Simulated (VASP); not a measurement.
# SnSe (I4/mmm) in VASP: a series of runs

SnSe is run at these levels: LDA; tasks: single point.

All numbers are computed with VASP 6.6.1; they aren't measurements. Logs are shortened: lines on timing, memory, paths and dates and some standing lists are left out, and cuts for length are marked.

## Step 1: The cell of the first run

It takes space group I4/mmm (No. 139, tetragonal). Conventional cell: a = 4.257 Å, b = 4.257 Å, c = 5.779 Å, α = 90.00°, β = 90.00°, γ = 90.00°. Within 3.8 Å of Sn (site symmetry 4/mmm) lie 6 Se at 2.89 to 3.01 Å. Se (site symmetry 4/mmm) has 6 Sn at 2.89 to 3.01 Å within 3.8 Å.

## Step 2: Single point, LDA (strain -0.0400 x Voigt [0, 0, 1, 0, 0, 0])

File INCAR:

```
PREC = Accurate ; ENCUT = 520
EDIFF = 1E-7 ; ISMEAR = 0
SIGMA = 0.05 ; LREAL = False
LASPH = True ; NELM = 100
ALGO = Normal ; ISIF = 2
LWAVE = False ; LCHARG = True
GGA = CA ; LELF = True
LVHAR = True ; NBANDS = 17
```

File KPOINTS:

```
Automatic mesh
0
Gamma
  8 8 8
```

File POSCAR:

```
SnSe
1.0
    0.0000000000      3.0100000000      2.8896000000
    3.0100000000      0.0000000000      2.8896000000
    3.0100000000      3.0100000000      0.0000000000
Sn Se
1 1
Direct
    0.0000000000      0.0000000000      0.0000000000
    0.5000000000      0.5000000000      0.5000000000
```

Potentials or basis: VASP PAW LDA potentials, release 64 (Sn_d, Se).

Command:

```sh
> cat potpaw_LDA.64/Sn_d/POTCAR potpaw_LDA.64/Se/POTCAR > POTCAR
> mpirun -np 1 vasp_std > vasp.out
```

OUTCAR:

```text
PREC = Accurate
   ENCUT = 520
   EDIFF = 1E-7
   ISMEAR = 0
   LREAL = False
   LASPH = True
   NELM = 100
   ISIF = 2
   GGA = CA

 ion  position               nearest neighbor table
   1  0.000  0.000  0.000-   2 2.89   2 2.89   2 3.01   2 3.01   2 3.01   2 3.01
   2  0.500  0.500  0.500-   1 2.89   1 2.89   1 3.01   1 3.01   1 3.01   1 3.01

  LATTYP: Found a body centered tetragonal cell.
 ALAT       =     4.2567828227
 C/A-ratio  =     1.3576450199

  Lattice vectors:

 A1 = (   0.0000000000,  -3.0100000000,  -2.8896000000)
 A2 = (   0.0000000000,   3.0100000000,  -2.8896000000)
 A3 = (   3.0100000000,   0.0000000000,   2.8896000000)

Analysis of symmetry for initial positions (statically):
=====================================================================
 Subroutine PRICEL returns:
 Original cell was already a primitive cell.

 Routine SETGRP: Setting up the symmetry group for a
 body centered tetragonal supercell.

 Subroutine GETGRP returns: Found 16 space group operations
 (whereof 16 operations were pure point group operations)
 out of a pool of 16 trial point group operations.

The static configuration has the point symmetry D_4h.

Analysis of symmetry for dynamics (positions and initial velocities):
=====================================================================
 Subroutine PRICEL returns:
 Original cell was already a primitive cell.

 Routine SETGRP: Setting up the symmetry group for a
 body centered tetragonal supercell.

 Subroutine GETGRP returns: Found 16 space group operations
 (whereof 16 operations were pure point group operations)
 out of a pool of 16 trial point group operations.

The dynamic configuration has the point symmetry D_4h.

 Subroutine INISYM returns: Found 16 space group operations
 (whereof 16 operations are pure point group operations),
 and found     1 'primitive' translations

----------------------------------------------------------------------------------------

                                     Primitive cell

  volume of cell :      52.3601

  direct lattice vectors                    reciprocal lattice vectors
     0.000000000  3.010000000  2.889600000    -0.166112957  0.166112957  0.173034330
     3.010000000  0.000000000  2.889600000     0.166112957 -0.166112957  0.173034330
     3.010000000  3.010000000  0.000000000     0.166112957  0.166112957 -0.173034330

  length of vectors
     4.172515807  4.172515807  4.256782823     0.291766873  0.291766873  0.291766873

  position of ions in fractional coordinates (direct lattice)
     0.000000000  0.000000000  0.000000000
     0.500000000  0.500000000  0.500000000

  ion indices of the primitive-cell ions
   primitive index   ion index
                 1           1
                 2           2

----------------------------------------------------------------------------------------

 KPOINTS: Automatic mesh

Automatic generation of k-mesh.
 Grid dimensions read from file:
 generate k-points for:    8    8    8

 Generating k-lattice:

  Cartesian coordinates                     Fractional coordinates (reciprocal lattice)
    -0.020764120  0.020764120  0.021629291     0.125000000  0.000000000  0.000000000
     0.020764120 -0.020764120  0.021629291     0.000000000  0.125000000  0.000000000
     0.020764120  0.020764120 -0.021629291     0.000000000  0.000000000  0.125000000

  Length of vectors
     0.036470859  0.036470859  0.036470859

  Shift w.r.t. Gamma in fractional coordinates (k-lattice)
     0.000000000  0.000000000  0.000000000

 Subroutine IBZKPT returns following result:
 ===========================================

 Found     59 irreducible k-points:

 Following reciprocal coordinates:
            Coordinates               Weight
  0.000000  0.000000  0.000000      1.000000
  0.125000  0.000000  0.000000      8.000000
  0.250000  0.000000  0.000000      8.000000
  0.375000  0.000000  0.000000      8.000000
  0.500000  0.000000  0.000000      4.000000
  0.125000  0.125000  0.000000      2.000000
[... 16 lines left out ...]
  0.250000  0.000000  0.125000     16.000000
  0.375000  0.000000  0.125000     16.000000
 [... further k-points ...]
   k-points           NKPTS =     59   k-points in BZ     NKDIM =     59   number of bands    NBANDS=     17
   number of dos      NEDOS =    301   number of ions     NIONS =      2
   total plane-waves  NPLWV =  32768
   dimension x,y,z NGX =    32 NGY =   32 NGZ =   32
   dimension x,y,z NGXF=    64 NGYF=   64 NGZF=   64
   ions per type =               1   1
   NGX,Y,Z   is equivalent  to a cutoff of  12.75, 12.75, 12.50 a.u.
   NGXF,Y,Z  is equivalent  to a cutoff of  25.50, 25.50, 24.99 a.u.
 SYSTEM =  unknown system
   PREC   = accura    normal or accurate (medium, high low for compatibility)
   ISTART =      0    job   : 0-new  1-cont  2-samecut
   ICHARG =      2    charge: 1-file 2-atom 10-const
   ISPIN  =      1    spin polarized calculation?
   LNONCOLLINEAR =      F non collinear calculations
   LSORBIT =      F    spin-orbit coupling
   LASPH  =      T    aspherical Exc in radial PAW
   ENCUT  =  520.0 eV  38.22 Ry    6.18 a.u.   7.76  7.76  7.91*2*pi/ulx,y,z
   NELM   =    100;   NELMIN=  2; NELMDL= -5     # of ELM steps
   EDIFF  = 0.1E-06   stopping-criterion for ELM
   LREAL  =      F    real-space projection
   EDIFFG = 0.1E-05   stopping-criterion for IOM
   NSW    =      0    number of steps for IOM
   IBRION =     -1    ionic relax: 0-MD 1-quasi-New 2-CG
   NFREE  =      0    steps in history (QN), initial steepest desc. (CG)
   ISIF   =      2    stress and relaxation
   ISYM   =      2    0-nonsym 1-usesym 2-fastsym
   POTIM  = 0.5000    time-step for ionic-motion
   TEBEG  =    0.0;   TEEND  =   0.0 temperature during run
   PSTRESS=    0.0 pullay stress
   NELECT =      20.0000    total number of electrons
   NUPDOWN=      -1.0000    fix difference up-down
   EMIN   =  10.00;   EMAX   =-10.00  energy-range for DOS
   EFERMI =   0.00;   METHOD = LEGACY
   ISMEAR =     0;   SIGMA  =   0.05  broadening in eV -4-tet -1-fermi 0-gaus
   EFERMI_NEDOS =   21; number of points for ismear=-14 and -15
   IALGO  =     38    algorithm
   IMIX   =      4    mixing-type and parameters
     AMIX     =   0.40;   BMIX     =  1.00
     AMIX_MAG =   1.60;   BMIX_MAG =  1.00
  volume/ion in A,a.u.               =      26.18       176.67
  Fermi-wavevector in a.u.,A,eV,Ry     =   1.187822  2.244658 19.196738  1.410920
  Thomas-Fermi vector in A             =   2.323965
   LORBIT       =      0    0 simple, 1 ext, 2 COOP (PROOUT), +10 PAW based schemes
   GGA     = CA    functional components
   LHFCALC =     F    Hartree Fock is set to
   AEXX    =    0.0000 exact exchange contribution
   IVDW    =     0    specifies the selected vdW correction
   LEPSILON=     F    determine dielectric tensor
   LRPA    =     F    only Hartree local field effects (RPA)
 non-spin polarized calculation
 Gauss-broadening in eV      SIGMA  =   0.05
  energy-cutoff  :      520.00
  volume of cell :       52.36
 maximum number of plane-waves:      1420
   NGX = 15   NGY = 15   NGZ = 15

 number of electron      20.0000008 magnetization

 Free energy of the ion-electron system (eV)
  ---------------------------------------------------
  ext. energy  EPLUGINS =         0.00000000
  ---------------------------------------------------
  free energy    TOTEN  =        -9.48055609 eV

  energy without entropy =       -9.48055609  energy(sigma->0) =       -9.48055609

 E-fermi :   6.0766     XC(G=0): -10.0621

 val. band max:        5.7608365589   @ k =  -0.2500  -0.0000   0.1250
 cond. band min:       6.5011086466   @ k =  -0.3750   0.1250   0.0000
 fundamental gap:      0.7402720878
 Fermi energy:         6.0766358751

 k-point     1 :       0.0000    0.0000    0.0000
  band No.  band energies     occupation
      1     -15.6092      2.00000
      2     -15.6040      2.00000
      3     -15.5960      2.00000
      4     -15.5947      2.00000
      5     -15.5947      2.00000
      6      -8.2692      2.00000
[... 9 lines left out ...]
     16      11.9199      0.00000
     17      13.8409      0.00000

 k-point     2 :       0.1250    0.0000    0.0000
  band No.  band energies     occupation
      1     -15.6097      2.00000
      2     -15.6033      2.00000
      3     -15.5972      2.00000
      4     -15.5934      2.00000
      5     -15.5928      2.00000
      6      -8.1508      2.00000
[... 9 lines left out ...]
     16      12.1839      0.00000
     17      14.8550      0.00000

 k-point     3 :       0.2500    0.0000    0.0000
  band No.  band energies     occupation
      1     -15.6119      2.00000
      2     -15.6039      2.00000
      3     -15.5985      2.00000
      4     -15.5895      2.00000
      5     -15.5874      2.00000
      6      -7.8297      2.00000
[... 9 lines left out ...]
     16      13.1081      0.00000
     17      17.0183      0.00000

 k-point     4 :       0.3750    0.0000    0.0000
  band No.  band energies     occupation
      1     -15.6146      2.00000
      2     -15.6069      2.00000
      3     -15.5979      2.00000
      4     -15.5852      2.00000
      5     -15.5815      2.00000
      6      -7.4358      2.00000
[... 9 lines left out ...]
     16      14.6612      0.00000
     17      17.4091      0.00000
[... 343 lines left out ...]
      1     -15.6114      2.00000
      2     -15.6015      2.00000
      3     -15.5963      2.00000
      4     -15.5958      2.00000
      5     -15.5912      2.00000
      6      -8.1168      2.00000
[... 9 lines left out ...]
     16      12.9199      0.00000
     17      14.2025      0.00000

 k-point    23 :       0.2500    0.0000    0.1250
  band No.  band energies     occupation
      1     -15.6145      2.00000
      2     -15.6007      2.00000
      3     -15.5966      2.00000
      4     -15.5945      2.00000
      5     -15.5866      2.00000
      6      -7.8674      2.00000
[... 9 lines left out ...]
     16      13.7778      0.00000
     17      15.4714      0.00000

 k-point    24 :       0.3750    0.0000    0.1250
  band No.  band energies     occupation
      1     -15.6172      2.00000
      2     -15.6035      2.00000
      3     -15.5961      2.00000
      4     -15.5898      2.00000
      5     -15.5817      2.00000
      6      -7.4928      2.00000
[... 9 lines left out ...]
     16      15.1542      0.00000
     17      17.1843      0.00000

 [... further k-points ...]

------------------------ aborting loop because EDIFF is reached ----------------------------------------

  FORCE on cell =-STRESS in cart. coord.  units (eV):
  Direction    XX          YY          ZZ          XY          YZ          ZX
  --------------------------------------------------------------------------------------
  -------------------------------------------------------------------------------------
  Total       -0.9531586     -0.9531586      0.9362009      0.0000000     -0.0000000      0.0000000
  in kB      -29.1658783    -29.1658783     28.6469848      0.0000000     -0.0000000      0.0000000
  external PRESSURE =      -9.8949239 kB  Pullay stress =       0.0000000 kB

 VOLUME and BASIS-vectors are now :
 -----------------------------------------------------------------------------
  energy-cutoff  :      520.00
  volume of cell :       52.36
      direct lattice vectors                 reciprocal lattice vectors
     0.000000000  3.010000000  2.889600000    -0.166112957  0.166112957  0.173034330
     3.010000000  0.000000000  2.889600000     0.166112957 -0.166112957  0.173034330
     3.010000000  3.010000000  0.000000000     0.166112957  0.166112957 -0.173034330

 POSITION                                       TOTAL-FORCE (eV/Angst)
 -----------------------------------------------------------------------------------
      0.00000      0.00000      0.00000         0.000000      0.000000      0.000000
      3.01000      3.01000      2.88960        -0.000000     -0.000000     -0.000000
 -----------------------------------------------------------------------------------
    total drift:                                0.000000     -0.000000     -0.000000

  FREE ENERGIE OF THE ION-ELECTRON SYSTEM (eV)
  ---------------------------------------------------
  free  energy   TOTEN  =        -9.4805560904 eV

  energy  without entropy=       -9.4805560904  energy(sigma->0) =       -9.48055609
```

It took 39 s on 1 thread of Intel Xeon Platinum 8488C (Sapphire Rapids), shared host; peak memory 0.18 GiB.

Results:

```yaml
Free_energy: -9.4806 eV
Pressure: -1.0 GPa
Band_gap_on_the_k_mesh: 0.74 eV, indirect (least direct gap 0.79 eV)
```

Stress tensor (GPa, compression positive):
```
-2.92  0.00  0.00
 0.00 -2.92  0.00
 0.00  0.00  2.86
```

Caveat: the cell differs from its parent crystal (strain -0.0400 x Voigt [0, 0, 1, 0, 0, 0]); spin-orbit coupling is left out, which moves the levels of the heavy elements.

## Step 3: Single point, LDA (strain -0.0300 x Voigt [0, 0, 1, 0, 0, 0])

File INCAR:

```
SYSTEM = SnSe
  PREC = Accurate
  ENCUT = 520
  EDIFF = 1E-6
  ISMEAR = 0
  SIGMA = 0.05
  LREAL = .FALSE.
  LASPH = .TRUE.
  NELM = 100
  ALGO = Normal
  ISIF = 2
  LWAVE = .FALSE.
  LCHARG = .FALSE.
  GGA = CA
  NBANDS = 17
```

File KPOINTS:

```
regular mesh
0
G
  8 8 8
  0 0 0
```

File POSCAR:

```
SnSe
1.0
    0.0000000000      3.0100000000      2.9197000000
    3.0100000000      0.0000000000      2.9197000000
    3.0100000000      3.0100000000      0.0000000000
Sn Se
1 1
Direct
    0.0000000000      0.0000000000      0.0000000000
    0.5000000000      0.5000000000      0.5000000000
```

Potentials or basis: VASP PAW LDA potentials, release 64 (Sn_d, Se).

Command:

```sh
> cat potpaw_LDA.64/Sn_d/POTCAR potpaw_LDA.64/Se/POTCAR > POTCAR
> mpirun -np 1 vasp_std > vasp.out
```

Run time: 35 s. Hardware: 1 thread of Intel Xeon Platinum 8488C (Sapphire Rapids), shared host; peak memory 0.18 GiB.

Results (log left out):

- Free energy: -9.4873 eV
- Pressure: -1.6 GPa
- Band gap on the k mesh: 0.73 eV, indirect (least direct gap 0.79 eV)

Stress tensor (GPa, compression positive):
```
-2.98  0.00  0.00
 0.00 -2.98  0.00
 0.00  0.00  1.07
```

Levels at points of the mesh, in eV from the valence-band top:
| k point | band 8 | band 9 | band 10 | band 11 | band 12 | band 13 |
| --- | --- | --- | --- | --- | --- | --- |
| (0.00, 0.00, 0.00) | -2.34 | -2.03 | -2.03 | 4.21 | 4.21 | 4.98 |
| (0.50, 0.00, 0.00) | -1.89 | -1.84 | 0.00 | 0.79 | 1.21 | 1.39 |
| (0.50, 0.50, 0.00) | -5.60 | -3.69 | -3.69 | 2.94 | 5.45 | 5.45 |
| (0.50, 0.00, 0.50) | -5.54 | -3.80 | -3.45 | 3.05 | 5.22 | 6.00 |

Caveat: the cell differs from its parent crystal (strain -0.0300 x Voigt [0, 0, 1, 0, 0, 0]); spin-orbit coupling is left out, which moves the levels of the heavy elements. A k mesh can miss the band edges.
